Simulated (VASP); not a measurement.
A run of VASP 6.6.1:

INCAR

```
SYSTEM = BAs2
PREC = Accurate
ENCUT = 520
EDIFF = 1E-7
ISMEAR = 0
SIGMA = 0.1
LREAL = .False.
LASPH = .True.
NELM = 60
ALGO = Normal
ISIF = 2
LWAVE = .False.
LCHARG = .False.
GGA = PE
NBANDS = 14
```

KPOINTS

```
regular mesh
0
Gamma
  12 12 18
  0 0 0
```

The input POSCAR:

```
BAs2
1.0
    4.6153418466      0.0000000000      0.0000000000
   -2.3076709233      3.9970032863      0.0000000000
    0.0000000000      0.0000000000      2.6599967473
B As
1 2
Direct
    0.0000000000      0.0000000000      0.0000000000
    0.3333333333      0.6666666667      0.5000000000
    0.6666666667      0.3333333333      0.5000000000
```

Potentials or basis: VASP PAW PBE potentials, release 64 (B, As).

The run is started by

```console
$ cat potpaw_PBE.64/B/POTCAR potpaw_PBE.64/As/POTCAR > POTCAR
$ mpirun -np 1 vasp_std > vasp.out
```

Hardware: 1 thread of Intel(R) Xeon(R) Platinum 8488C (Sapphire Rapids), with other jobs on the host.

**Question.** How long does it take, and how much memory?

**Answer.** It took 49 s on 1 thread of Intel(R) Xeon(R) Platinum 8488C (Sapphire Rapids), with other jobs on the host, peak memory 0.26 GiB. Counts: scf iterations 13, k points 190.
